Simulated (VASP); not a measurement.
# ZrH (C2/c) in VASP: further runs, part 3 of 3

VASP 6.6.1.

### Step 5. Electric field gradients, PBEsol (equal xy, yz and zx shear strains of +2 %)

INCAR reads:

```
PREC     = Accurate       # precision mode
ENCUT    = 520            # plane-wave cutoff, eV
EDIFF    = 1E-8           # SCF threshold, eV
ISMEAR   = -1             # smearing method
SIGMA    = 0.02           # smearing width, eV
LREAL    = False          # projectors in reciprocal space
LASPH    = True           # aspherical terms in the spheres
NELM     = 100            # most SCF steps
ALGO     = Normal         # electronic algorithm
ISIF     = 2              # what is computed and relaxed
LWAVE    = False          # write WAVECAR
LCHARG   = False          # write CHGCAR
GGA      = PS             # functional
LEFG     = True         
NBANDS   = 21             # bands
```

KPOINTS reads:

```
Automatic mesh
0
Gamma
  9 9 6
```

POSCAR reads:

```
ZrH
1.0
    3.2427916985      0.0324279170      0.0324279170
    0.0324279170      3.2427916985      0.0324279170
    0.0494800000      0.0494800000      4.9480000000
Zr H
2 2
Direct
    0.0000000000      0.5000000000      0.0000000000
    0.5000000000      0.0000000000      0.5000000000
    0.0000000000      0.0000000000      0.7500000000
    0.0000000000      0.0000000000      0.2500000000
```

Potentials or basis: VASP PAW PBE potentials, release 64 (Zr_sv, H).

Started as:

```bash
$ cat potpaw_PBE.64/Zr_sv/POTCAR potpaw_PBE.64/H/POTCAR > POTCAR
$ mpirun -np 1 vasp_std > vasp.out
```

OUTCAR:

```text
PREC = Accurate
   ENCUT = 520
   EDIFF = 1E-8
   ISMEAR = -1
   LREAL = False
   LASPH = True
   NELM = 100
   ISIF = 2
   GGA = PS

 ion  position               nearest neighbor table
   1  0.000  0.500  0.000-   3 2.02   4 2.02   3 2.06   4 2.06   2 3.34   2 3.34   2 3.36   2 3.36
                             2 3.36   2 3.36   2 3.44   2 3.44
   2  0.500  0.000  0.500-   4 2.02   3 2.02   3 2.06   4 2.06   1 3.34   1 3.34   1 3.36   1 3.36
                             1 3.36   1 3.36   1 3.44   1 3.44
   3  0.000  0.000  0.750-   2 2.02   1 2.02   1 2.06   2 2.06
   4  0.000  0.000  0.250-   1 2.02   2 2.02   1 2.06   2 2.06

  LATTYP: Found a base centered monoclinic cell.
 ALAT       =     4.6323140371
 B/A-ratio  =     0.9801019455
 C/A-ratio  =     1.0682554627
 COS(beta)  =    -0.0281386778

  Lattice vectors:

 A1 = (  -3.2427916985,  -0.0324279170,  -0.0324279170)
 A2 = (  -0.0324279170,  -3.2427916985,  -0.0324279170)
 A3 = (   0.0494800000,   0.0494800000,   4.9480000000)

Analysis of symmetry for initial positions (statically):
=====================================================================
 Subroutine PRICEL returns:
 Original cell was already a primitive cell.

 Routine SETGRP: Setting up the symmetry group for a
 base centered monoclinic supercell.

 Subroutine GETGRP returns: Found  4 space group operations
 (whereof  2 operations were pure point group operations)
 out of a pool of  4 trial point group operations.

The static configuration has the point symmetry S_2 .
 The point group associated with its full space group is C_2h.

Analysis of symmetry for dynamics (positions and initial velocities):
=====================================================================
[... 750 lines left out ...]
  Direction    XX          YY          ZZ          XY          YZ          ZX
  --------------------------------------------------------------------------------------
  -------------------------------------------------------------------------------------
  Total       -0.9772713     -0.9772713     -0.4387809      0.0111910     -0.5088489     -0.5088488
  in kB      -30.1014457    -30.1014457    -13.5151209      0.3446983    -15.6733223    -15.6733205
  external PRESSURE =     -24.5726708 kB  Pullay stress =       0.0000000 kB

 VOLUME and BASIS-vectors are now :
 -----------------------------------------------------------------------------
  energy-cutoff  :      520.00
  volume of cell :       52.02
      direct lattice vectors                 reciprocal lattice vectors
     3.242791699  0.032427917  0.032427917     0.308437344 -0.003053835 -0.003053835
     0.032427917  3.242791699  0.032427917    -0.003053835  0.308437344 -0.003053835
     0.049480000  0.049480000  4.948000000    -0.002001405 -0.002001405  0.202141887

 POSITION                                       TOTAL-FORCE (eV/Angst)
 -----------------------------------------------------------------------------------
      0.01621      1.62140      0.01621         0.000000      0.000000     -0.000000
      1.64614      0.04095      2.49021        -0.000000      0.000000     -0.000000
      0.03711      0.03711      3.71100        -0.111338      0.111338     -0.000000
      0.01237      0.01237      1.23700         0.111338     -0.111338      0.000000
 -----------------------------------------------------------------------------------
    total drift:                                0.000000      0.000000     -0.000000

  FREE ENERGIE OF THE ION-ELECTRON SYSTEM (eV)
  ---------------------------------------------------
  free  energy   TOTEN  =       -26.6312491182 eV

  energy  without entropy=      -26.6275521098  energy(sigma->0) =      -26.62940061

 Electric field gradients (V/A^2)
---------------------------------------------------------------------
 ion       V_xx      V_yy      V_zz      V_xy      V_xz      V_yz
---------------------------------------------------------------------
   1      78.882   -43.933   -34.949    -0.716     4.003    10.924
   2     -43.933    78.882   -34.949    -0.716    10.924     4.003
   3      -0.405    -0.405     0.810     0.208    -0.501    -0.501
   4      -0.405    -0.405     0.810     0.208    -0.501    -0.501
---------------------------------------------------------------------

 Electric field gradients after diagonalization (V/A^2)
 (convention: |V_zz| > |V_xx| > |V_yy|)
----------------------------------------------------------------------
 ion       V_xx      V_yy      V_zz     asymmetry (V_yy - V_xx)/ V_zz
----------------------------------------------------------------------
   1     -51.313   -27.710    79.023       0.299
   2     -51.313   -27.710    79.023       0.299
   3      -0.613    -0.562     1.176       0.043
   4      -0.613    -0.562     1.176       0.043
----------------------------------------------------------------------

           NMR quadrupolar parameters

 Cq : quadrupolar parameter    Cq=e*Q*V_zz/h
 eta: asymmetry parameters     (V_yy - V_xx)/ V_zz
 Q  : nuclear electric quadrupole moment in mb (millibarn)
----------------------------------------------------------------------
 ion       Cq(MHz)       eta       Q (mb)
----------------------------------------------------------------------
   1       0.191       0.299       1.000
   2       0.191       0.299       1.000
   3       0.003       0.043       1.000
   4       0.003       0.043       1.000
----------------------------------------------------------------------
```

stdout:

```text
POSCAR found type information on POSCAR ZrH
 POSCAR found :  2 types and       4 ions
 scaLAPACK will be used
 -----------------------------------------------------------------------------
|                                                                             |
|                                                                             |
|     You enforced a specific xc type in the INCAR file but a different       |
|     I HOPE YOU KNOW WHAT YOU ARE DOING!                                     |
|                                                                             |
 -----------------------------------------------------------------------------

 LDA part: xc-table for (Slater+PW92), standard interpolation
 POSCAR, INCAR and KPOINTS ok, starting setup
 FFT: planning ... GRIDC
 FFT: planning ... GRID_SOFT
 FFT: planning ... GRID
 WAVECAR not read
 entering main loop
ion   1
     0.0000523     0.0489909    -0.5591980     0.8086450    -0.0419909    -3.2288092
     0.0000720     0.0489909    -0.5591980     0.8086450    -0.0419909    -3.2288092
     0.0000992     0.0489909    -0.5591980     0.8086450    -0.0419909    -3.2288091
     0.0001366     0.0489909    -0.5591980     0.8086450    -0.0419909    -3.2288090
[... 17 lines left out ...]
ion   3

ion   4
```

Run time: 1.7 min. Hardware: 1 thread of Intel Xeon Platinum 8488C (Sapphire Rapids), shared host; peak memory 0.25 GiB.

Results:

| Item | Value |
| --- | --- |
| Free energy | -26.6312 eV |
| Pressure | -2.5 GPa |
| Largest force | 0.157 eV/Å |
| Band gap on the k mesh | zero (bands 13 and 14 overlap by 1.02 eV) |
| Largest electric field gradient by atom | Zr +79.0; H +1.2 V/Å² |

Forces on the atoms (eV/Å):
```
Zr   0.000  0.000  0.000
Zr   0.000  0.000  0.000
H   -0.111  0.111  0.000
H    0.111 -0.111  0.000
```

Levels at points of the mesh, in eV from the Fermi level:
```csv
k point,band 9,band 10,band 11,band 12,band 13,band 14,band 15,band 16,band 17,band 18
"(0.00, 0.00, 0.00)",-8.48,-3.42,-3.00,-2.87,0.02,0.66,0.74,2.32,3.37,4.49
"(0.00, 0.00, 0.50)",-6.68,-6.68,-1.71,-1.71,0.05,0.05,1.79,1.79,2.39,2.39
```

Electric field gradients, principal values (V/Å²):
| atom | least | middle | greatest (by size) |
| --- | --- | --- | --- |
| 1 Zr | -27.710 | -51.313 | 79.023 |
| 2 Zr | -27.710 | -51.313 | 79.023 |
| 3 H | -0.562 | -0.613 | 1.176 |
| 4 H | -0.562 | -0.613 | 1.176 |

Caveat: the cell differs from its parent crystal (equal xy, yz and zx shear strains of +2 %); without QUAD_EFG the Cq values of the log hold for a quadrupole moment of 1 mb, not for the nuclei; the PAW data sets were made with another functional, which shifts forces and pressure a little.

### Step 6. Summary

```tsv
cell	gap on the mesh (eV)	pressure (GPa)	largest force (eV/Å)
a = 3.243, b = 3.243, c = 4.948 Å, angles 90.6°, 4 atoms	none	-2.5	0.08
a = 3.243, b = 3.243, c = 4.948 Å, angles 89.4°, 4 atoms	none	-2.5	0.08
a = 3.243, b = 3.243, c = 4.948 Å, angles 88.8°, 4 atoms	none	-2.5	0.16
```

Alike in all rows: task electric field gradients; level PBEsol; potentials or basis VASP PAW PBE potentials, release 64 (Zr_sv, H); no spin polarisation; k mesh 9 × 9 × 6; cutoff (eV) 520; smearing fermi-dirac 0.02 eV.

Caveats: the PAW data sets were made with another functional, which shifts forces and pressure a little.

Total energies depend on the potentials used, so only differences within one code and one set of settings carry meaning.
